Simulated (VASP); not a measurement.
# BN (F-43m) in VASP: further runs

Runs on BN. Level: r2SCAN. Tasks: single point.

Program: VASP 6.6.1. These are calculated values, not measurements. Logs are shortened: lines on timing, memory, paths and dates and some standing lists are left out, and cuts for length are marked.

### 1 The cell of the first run

The structure is cubic, space group F-43m (No. 216). Conventional cell: a = 3.536 Å, b = 3.536 Å, c = 3.536 Å, α = 90.00°, β = 90.00°, γ = 90.00°. B (site symmetry -43m) has 4 N at 1.53 Å within 2.0 Å. N (site symmetry -43m) has 4 B at 1.53 Å within 2.0 Å.

### 2 Single point, r2SCAN (5.53 Å³/atom)

Input file POSCAR:

```
BN
1.0
    0.0000000000      1.7679704844      1.7679704844
    1.7679704844      0.0000000000      1.7679704844
    1.7679704844      1.7679704844      0.0000000000
B N
1 1
Direct
    0.0000000000      0.0000000000      0.0000000000
    0.7500000000      0.7500000000      0.7500000000
```

Input file INCAR.step1:

```
PREC = Accurate
ENCUT = 520
ISMEAR = 0
SIGMA = 0.02
LREAL = False
LASPH = True
NELM = 100
NBANDS = 11
GGA = PE
ALGO = Normal
EDIFF = 1E-4
LWAVE = True
LCHARG = False
```

Input file INCAR.step2:

```
PREC = Accurate
ENCUT = 520
EDIFF = 1E-7
ISMEAR = 0
SIGMA = 0.02
LREAL = False
LASPH = True
NELM = 100
ALGO = Normal
ISIF = 2
LWAVE = False
LCHARG = False
METAGGA = R2SCAN
LMIXTAU = True
NBANDS = 11
ISTART = 1
```

Input file KPOINTS:

```
Automatic mesh
0
Gamma
  12 12 12
```

Potentials or basis: VASP PAW PBE potentials, release 64 (B, N).

On the command line:

```bash
$ cat potpaw_PBE.64/B/POTCAR potpaw_PBE.64/N/POTCAR > POTCAR
$ cp INCAR.step1 INCAR
$ mpirun -np 1 vasp_std > vasp.out
$ cp INCAR.step2 INCAR
$ mpirun -np 1 vasp_std > vasp.out
```

OUTCAR:

```text
PREC = Accurate
   ENCUT = 520
   EDIFF = 1E-7
   ISMEAR = 0
   LREAL = False
   LASPH = True
   NELM = 100
   ISIF = 2
   METAGGA = R2SCAN
   ISTART = 1

 ion  position               nearest neighbor table
   1  0.000  0.000  0.000-   2 1.53   2 1.53   2 1.53   2 1.53
   2  0.750  0.750  0.750-   1 1.53   1 1.53   1 1.53   1 1.53

  LATTYP: Found a face centered cubic cell.
 ALAT       =     3.5359409688

  Lattice vectors:

 A1 = (   0.0000000000,   1.7679704844,   1.7679704844)
 A2 = (   1.7679704844,   0.0000000000,   1.7679704844)
 A3 = (   1.7679704844,   1.7679704844,   0.0000000000)

Analysis of symmetry for initial positions (statically):
=====================================================================
 Subroutine PRICEL returns:
 Original cell was already a primitive cell.

 Routine SETGRP: Setting up the symmetry group for a
 face centered cubic supercell.

 Subroutine GETGRP returns: Found 24 space group operations
 (whereof 24 operations were pure point group operations)
 out of a pool of 48 trial point group operations.

The static configuration has the point symmetry T_d .

Analysis of symmetry for dynamics (positions and initial velocities):
=====================================================================
 Subroutine PRICEL returns:
 Original cell was already a primitive cell.

 Routine SETGRP: Setting up the symmetry group for a
 face centered cubic supercell.

 Subroutine GETGRP returns: Found 24 space group operations
 (whereof 24 operations were pure point group operations)
 out of a pool of 48 trial point group operations.

The dynamic configuration has the point symmetry T_d .

 Subroutine INISYM returns: Found 24 space group operations
 (whereof 24 operations are pure point group operations),
 and found     1 'primitive' translations

----------------------------------------------------------------------------------------

                                     Primitive cell

  volume of cell :      11.0524

  direct lattice vectors                    reciprocal lattice vectors
     0.000000000  1.767970484  1.767970484    -0.282810151  0.282810151  0.282810151
     1.767970484  0.000000000  1.767970484     0.282810151 -0.282810151  0.282810151
     1.767970484  1.767970484  0.000000000     0.282810151  0.282810151 -0.282810151

  length of vectors
     2.500287837  2.500287837  2.500287837     0.489841551  0.489841551  0.489841551

  position of ions in fractional coordinates (direct lattice)
     0.000000000  0.000000000  0.000000000
     0.750000000  0.750000000  0.750000000

  ion indices of the primitive-cell ions
   primitive index   ion index
                 1           1
                 2           2

----------------------------------------------------------------------------------------

 KPOINTS: Automatic mesh

Automatic generation of k-mesh.
 Grid dimensions read from file:
 generate k-points for:   12   12   12

 Generating k-lattice:

  Cartesian coordinates                     Fractional coordinates (reciprocal lattice)
    -0.023567513  0.023567513  0.023567513     0.083333333  0.000000000  0.000000000
     0.023567513 -0.023567513  0.023567513     0.000000000  0.083333333  0.000000000
     0.023567513  0.023567513 -0.023567513     0.000000000  0.000000000  0.083333333

  Length of vectors
     0.040820129  0.040820129  0.040820129

  Shift w.r.t. Gamma in fractional coordinates (k-lattice)
     0.000000000  0.000000000  0.000000000

 Subroutine IBZKPT returns following result:
 ===========================================

 Found     72 irreducible k-points:

 Following reciprocal coordinates:
            Coordinates               Weight
  0.000000  0.000000  0.000000      1.000000
  0.083333  0.000000  0.000000      8.000000
  0.166667  0.000000  0.000000      8.000000
  0.250000  0.000000  0.000000      8.000000
  0.333333  0.000000  0.000000      8.000000
  0.416667  0.000000  0.000000      8.000000
[... 16 lines left out ...]
  0.500000  0.166667  0.000000     24.000000
 -0.416667  0.166667  0.000000     24.000000
 [... further k-points ...]
   k-points           NKPTS =     72   k-points in BZ     NKDIM =     72   number of bands    NBANDS=     11
   number of dos      NEDOS =    301   number of ions     NIONS =      2
   total plane-waves  NPLWV =   8000
   dimension x,y,z NGX =    20 NGY =   20 NGZ =   20
   dimension x,y,z NGXF=    40 NGYF=   40 NGZF=   40
   ions per type =               1   1
   NGX,Y,Z   is equivalent  to a cutoff of  13.30, 13.30, 13.30 a.u.
   NGXF,Y,Z  is equivalent  to a cutoff of  26.60, 26.60, 26.60 a.u.
 SYSTEM =  unknown system
   PREC   = accura    normal or accurate (medium, high low for compatibility)
   ISTART =      1    job   : 0-new  1-cont  2-samecut
   ICHARG =      0    charge: 1-file 2-atom 10-const
   ISPIN  =      1    spin polarized calculation?
   LNONCOLLINEAR =      F non collinear calculations
   LSORBIT =      F    spin-orbit coupling
   LASPH  =      T    aspherical Exc in radial PAW
   ENCUT  =  520.0 eV  38.22 Ry    6.18 a.u.   4.65  4.65  4.65*2*pi/ulx,y,z
   NELM   =    100;   NELMIN=  2; NELMDL=  0     # of ELM steps
   EDIFF  = 0.1E-06   stopping-criterion for ELM
   LREAL  =      F    real-space projection
   EDIFFG = 0.1E-05   stopping-criterion for IOM
   NSW    =      0    number of steps for IOM
   IBRION =     -1    ionic relax: 0-MD 1-quasi-New 2-CG
   NFREE  =      0    steps in history (QN), initial steepest desc. (CG)
   ISIF   =      2    stress and relaxation
   ISYM   =      2    0-nonsym 1-usesym 2-fastsym
   POTIM  = 0.5000    time-step for ionic-motion
   TEBEG  =    0.0;   TEEND  =   0.0 temperature during run
   PSTRESS=    0.0 pullay stress
   NELECT =       8.0000    total number of electrons
   NUPDOWN=      -1.0000    fix difference up-down
   EMIN   =  10.00;   EMAX   =-10.00  energy-range for DOS
   EFERMI =   0.00;   METHOD = LEGACY
   ISMEAR =     0;   SIGMA  =   0.02  broadening in eV -4-tet -1-fermi 0-gaus
   EFERMI_NEDOS =   21; number of points for ismear=-14 and -15
   IALGO  =     38    algorithm
   IMIX   =      4    mixing-type and parameters
     AMIX     =   0.40;   BMIX     =  1.00
     AMIX_MAG =   1.60;   BMIX_MAG =  1.00
  volume/ion in A,a.u.               =       5.53        37.29
  Fermi-wavevector in a.u.,A,eV,Ry     =   1.469896  2.777700 29.396653  2.160593
  Thomas-Fermi vector in A             =   2.585218
   LORBIT       =      0    0 simple, 1 ext, 2 COOP (PROOUT), +10 PAW based schemes
   METAGGA = R2SCAN    functional components
   LHFCALC =     F    Hartree Fock is set to
   AEXX    =    0.0000 exact exchange contribution
   IVDW    =     0    specifies the selected vdW correction
   LEPSILON=     F    determine dielectric tensor
   LRPA    =     F    only Hartree local field effects (RPA)
 non-spin polarized calculation
 Gauss-broadening in eV      SIGMA  =   0.02
  energy-cutoff  :      520.00
  volume of cell :       11.05
 maximum number of plane-waves:       310
   NGX =  9   NGY =  9   NGZ =  9

 number of electron       7.9999999 magnetization

 Free energy of the ion-electron system (eV)
  ---------------------------------------------------
  ext. energy  EPLUGINS =         0.00000000
  ---------------------------------------------------
  free energy    TOTEN  =       -19.10730093 eV

  energy without entropy =      -19.10730093  energy(sigma->0) =      -19.10730093

 E-fermi :   8.3418     XC(G=0): -14.0022

 val. band max:        8.0812397639   @ k =   0.0000   0.0000   0.0000
 cond. band min:      13.1355349851   @ k =   0.5000   0.5000   0.0000
 fundamental gap:      5.0542952212
 Fermi energy:         8.3417845016

 k-point     1 :       0.0000    0.0000    0.0000
  band No.  band energies     occupation
      1     -14.0011      2.00000
      2       8.0812      2.00000
      3       8.0812      2.00000
      4       8.0812      2.00000
      5      17.9335      0.00000
      6      17.9335      0.00000
      7      17.9335      0.00000
      8      20.3071      0.00000
      9      35.5468      0.00000
     10      37.6579      0.00000
     11      37.6579      0.00000

 k-point     2 :       0.0833    0.0000    0.0000
  band No.  band energies     occupation
      1     -13.8167      2.00000
      2       7.0853      2.00000
      3       7.8807      2.00000
      4       7.8807      2.00000
      5      18.2429      0.00000
      6      18.2429      0.00000
      7      18.2483      0.00000
      8      20.8495      0.00000
      9      35.1680      0.00000
     10      35.4339      0.00000
     11      35.4339      0.00000

 k-point     3 :       0.1667    0.0000    0.0000
  band No.  band energies     occupation
      1     -13.2698      2.00000
      2       4.7873      2.00000
      3       7.3936      2.00000
      4       7.3936      2.00000
      5      18.7328      0.00000
      6      18.9569      0.00000
      7      18.9569      0.00000
      8      22.1893      0.00000
      9      33.7543      0.00000
     10      33.7543      0.00000
     11      34.3788      0.00000

 k-point     4 :       0.2500    0.0000    0.0000
  band No.  band energies     occupation
      1     -12.3856      2.00000
      2       2.0837      2.00000
      3       6.8316      2.00000
      4       6.8316      2.00000
      5      19.1495      0.00000
      6      19.6183      0.00000
      7      19.6183      0.00000
      8      23.5651      0.00000
      9      33.3715      0.00000
     10      33.3715      0.00000
     11      33.7819      0.00000

 k-point     5 :       0.3333    0.0000    0.0000
  band No.  band energies     occupation
      1     -11.2315      2.00000
      2      -0.5375      2.00000
      3       6.3527      2.00000
      4       6.3527      2.00000
      5      19.4883      0.00000
      6      19.9223      0.00000
      7      19.9223      0.00000
      8      24.5278      0.00000
      9      33.6399      0.00000
     10      34.3684      0.00000
     11      34.3684      0.00000
[... 211 lines left out ...]
 k-point    21 :       0.3333    0.1667    0.0000
  band No.  band energies     occupation
      1     -11.4163      2.00000
      2       1.4255      2.00000
      3       5.0004      2.00000
      4       5.3568      2.00000
      5      17.1922      0.00000
      6      22.0638      0.00000
      7      22.3335      0.00000
      8      22.4199      0.00000
      9      29.5562      0.00000
     10      37.3685      0.00000
     11      38.3772      0.00000

 k-point    22 :       0.4167    0.1667    0.0000
  band No.  band energies     occupation
      1     -10.2473      2.00000
      2      -0.8752      2.00000
      3       4.6416      2.00000
      4       4.7986      2.00000
      5      17.5966      0.00000
      6      22.1389      0.00000
      7      22.4676      0.00000
      8      23.5246      0.00000
      9      30.6358      0.00000
     10      37.1352      0.00000
     11      38.9213      0.00000

 k-point    23 :       0.5000    0.1667    0.0000
  band No.  band energies     occupation
      1      -9.1810      2.00000
      2      -2.5899      2.00000
      3       3.9929      2.00000
      4       4.8818      2.00000
      5      17.9472      0.00000
      6      22.1144      0.00000
      7      22.1555      0.00000
      8      25.0545      0.00000
      9      31.0388      0.00000
     10      37.4261      0.00000
     11      38.1524      0.00000

 k-point    24 :      -0.4167    0.1667    0.0000
  band No.  band energies     occupation
      1      -8.9761      2.00000
      2      -2.8867      2.00000
      3       3.5460      2.00000
      4       5.2337      2.00000
      5      18.4314      0.00000
      6      21.7040      0.00000
      7      21.9793      0.00000
      8      25.8190      0.00000
      9      31.3371      0.00000
     10      35.5253      0.00000
     11      37.7566      0.00000

 [... further k-points ...]

------------------------ aborting loop because EDIFF is reached ----------------------------------------

  FORCE on cell =-STRESS in cart. coord.  units (eV):
  Direction    XX          YY          ZZ          XY          YZ          ZX
  --------------------------------------------------------------------------------------
  -------------------------------------------------------------------------------------
  Total        1.9679553      1.9679553      1.9679553     -0.0000000      0.0000000     -0.0000000
  in kB      285.2796447    285.2796447    285.2796447     -0.0000000      0.0000000     -0.0000000
  external PRESSURE =     285.2796447 kB  Pullay stress =       0.0000000 kB

 VOLUME and BASIS-vectors are now :
 -----------------------------------------------------------------------------
  energy-cutoff  :      520.00
  volume of cell :       11.05
      direct lattice vectors                 reciprocal lattice vectors
     0.000000000  1.767970484  1.767970484    -0.282810151  0.282810151  0.282810151
     1.767970484  0.000000000  1.767970484     0.282810151 -0.282810151  0.282810151
     1.767970484  1.767970484  0.000000000     0.282810151  0.282810151 -0.282810151

 POSITION                                       TOTAL-FORCE (eV/Angst)
 -----------------------------------------------------------------------------------
      0.00000      0.00000      0.00000        -0.000000     -0.000000     -0.000000
      2.65196      2.65196      2.65196         0.000000      0.000000      0.000000
 -----------------------------------------------------------------------------------
    total drift:                               -0.000000     -0.000000     -0.000000

  FREE ENERGIE OF THE ION-ELECTRON SYSTEM (eV)
  ---------------------------------------------------
  free  energy   TOTEN  =       -19.1073009258 eV

  energy  without entropy=      -19.1073009258  energy(sigma->0) =      -19.10730093
```

Wall time 26 s (1 thread of Intel Xeon 6975P-C (Granite Rapids), shared host); peak memory 0.12 GiB.

Results:

```
Free energy            : -19.1073 eV
Pressure               : 28.5 GPa
Band gap on the k mesh : 5.05 eV (least direct gap 9.85 eV)
```

Levels at points of the mesh, in eV from the valence-band top:
```
           k point  band 1  band 2  band 3  band 4  band 5  band 6  band 7  band 8
(0.00, 0.00, 0.00)  -22.08    0.00    0.00    0.00    9.85    9.85    9.85   12.23
(0.50, 0.00, 0.00)  -17.46  -11.72   -2.15   -2.15   11.70   11.84   11.84   17.13
(0.50, 0.50, 0.00)  -15.94   -9.78   -5.44   -5.44    5.05   10.21   20.35   20.35
```

Caveat: the cell stands under pressure; the PAW data sets were made with another functional, which shifts forces and pressure a little. A k mesh can miss the band edges.

### 3 Single point, r2SCAN (5.70 Å³/atom)

This run uses another cell than the first one, of 5.70 Å³/atom.

Input file POSCAR:

```
BN
1.0
    0.0000000000      1.7865820678      1.7865820678
    1.7865820678      0.0000000000      1.7865820678
    1.7865820678      1.7865820678      0.0000000000
B N
1 1
Direct
    0.0000000000      0.0000000000      0.0000000000
    0.7500000000      0.7500000000      0.7500000000
```

Input file INCAR.step1:

```
SYSTEM = BN
PREC     = Accurate       ! precision mode
ENCUT    = 520            ! plane-wave cutoff, eV
ISMEAR   = 0              ! smearing method
SIGMA    = 0.02           ! smearing width, eV
LREAL    = .False.        ! projectors in reciprocal space
LASPH    = .True.         ! aspherical terms in the spheres
NELM     = 60             ! most SCF steps
NBANDS   = 11             ! bands
GGA      = PE             ! functional
ALGO     = Normal         ! electronic algorithm
EDIFF    = 1E-4           ! SCF threshold, eV
LWAVE    = .True.         ! write WAVECAR
LCHARG   = .False.        ! write CHGCAR
```

Input file INCAR.step2:

```
SYSTEM = BN
PREC     = Accurate       ! precision mode
ENCUT    = 520            ! plane-wave cutoff, eV
EDIFF    = 1E-7           ! SCF threshold, eV
ISMEAR   = 0              ! smearing method
SIGMA    = 0.02           ! smearing width, eV
LREAL    = .False.        ! projectors in reciprocal space
LASPH    = .True.         ! aspherical terms in the spheres
NELM     = 60             ! most SCF steps
ALGO     = Normal         ! electronic algorithm
ISIF     = 2              ! what is computed and relaxed
LWAVE    = .False.        ! write WAVECAR
LCHARG   = .False.        ! write CHGCAR
METAGGA  = R2SCAN         ! meta-GGA
LMIXTAU  = .True.       
NBANDS   = 11             ! bands
ISTART   = 1
```

Input file KPOINTS:

```
regular mesh
0
Gamma
  12 12 12
  0 0 0
```

Potentials or basis: VASP PAW PBE potentials, release 64 (B, N).

On the command line:

```bash
$ cat potpaw_PBE.64/B/POTCAR potpaw_PBE.64/N/POTCAR > POTCAR
$ cp INCAR.step1 INCAR
$ mpirun -np 1 vasp_std > vasp.out
$ cp INCAR.step2 INCAR
$ mpirun -np 1 vasp_std > vasp.out
```

OUTCAR:

```text
SYSTEM = BN
   PREC = Accurate
   ENCUT = 520
   EDIFF = 1E-7
   ISMEAR = 0
   LREAL = .False.
   LASPH = .True.
   NELM = 60
   ISIF = 2
   METAGGA = R2SCAN
   ISTART = 1

 ion  position               nearest neighbor table
   1  0.000  0.000  0.000-   2 1.55   2 1.55   2 1.55   2 1.55
   2  0.750  0.750  0.750-   1 1.55   1 1.55   1 1.55   1 1.55

  LATTYP: Found a face centered cubic cell.
 ALAT       =     3.5731641356

  Lattice vectors:

[... 521 lines left out ...]
 [... further k-points ...]

------------------------ aborting loop because EDIFF is reached ----------------------------------------

  FORCE on cell =-STRESS in cart. coord.  units (eV):
  Direction    XX          YY          ZZ          XY          YZ          ZX
  --------------------------------------------------------------------------------------
  -------------------------------------------------------------------------------------
  Total        0.9890569      0.9890569      0.9890569     -0.0000000      0.0000000     -0.0000000
  in kB      138.9418040    138.9418040    138.9418040     -0.0000000      0.0000000     -0.0000000
  external PRESSURE =     138.9418040 kB  Pullay stress =       0.0000000 kB

 VOLUME and BASIS-vectors are now :
 -----------------------------------------------------------------------------
  energy-cutoff  :      520.00
  volume of cell :       11.41
      direct lattice vectors                 reciprocal lattice vectors
     0.000000000  1.786582068  1.786582068    -0.279863998  0.279863998  0.279863998
     1.786582068  0.000000000  1.786582068     0.279863998 -0.279863998  0.279863998
     1.786582068  1.786582068  0.000000000     0.279863998  0.279863998 -0.279863998

 POSITION                                       TOTAL-FORCE (eV/Angst)
 -----------------------------------------------------------------------------------
      0.00000      0.00000      0.00000        -0.000000      0.000000      0.000000
      2.67987      2.67987      2.67987         0.000000     -0.000000     -0.000000
 -----------------------------------------------------------------------------------
    total drift:                               -0.000000     -0.000000     -0.000000

  FREE ENERGIE OF THE ION-ELECTRON SYSTEM (eV)
  ---------------------------------------------------
  free  energy   TOTEN  =       -19.1544908881 eV

  energy  without entropy=      -19.1544908881  energy(sigma->0) =      -19.15449089
```

OUTCAR.step1:

```text
SYSTEM = BN
   PREC = Accurate
   ENCUT = 520
   ISMEAR = 0
   LREAL = .False.
   LASPH = .True.
[... 557 lines left out ...]
      0.00000      0.00000      0.00000        -0.000000     -0.000000     -0.000000
      2.67987      2.67987      2.67987         0.000000      0.000000      0.000000
 -----------------------------------------------------------------------------------
    total drift:                                0.000000      0.000000     -0.000000

  FREE ENERGIE OF THE ION-ELECTRON SYSTEM (eV)
  ---------------------------------------------------
  free  energy   TOTEN  =       -17.4231242691 eV

  energy  without entropy=      -17.4231242691  energy(sigma->0) =      -17.42312427
```

It took 29 s on 1 thread of Intel Xeon 6975P-C (Granite Rapids), shared host; peak memory 0.12 GiB.

Results:

- Free energy: -19.1545 eV
- Pressure: 13.9 GPa
- Band gap on the k mesh: 5.02 eV (least direct gap 9.70 eV)

Caveat: the cell stands under pressure; the PAW data sets were made with another functional, which shifts forces and pressure a little. A k mesh can miss the band edges.

[end of part 1 of 2]
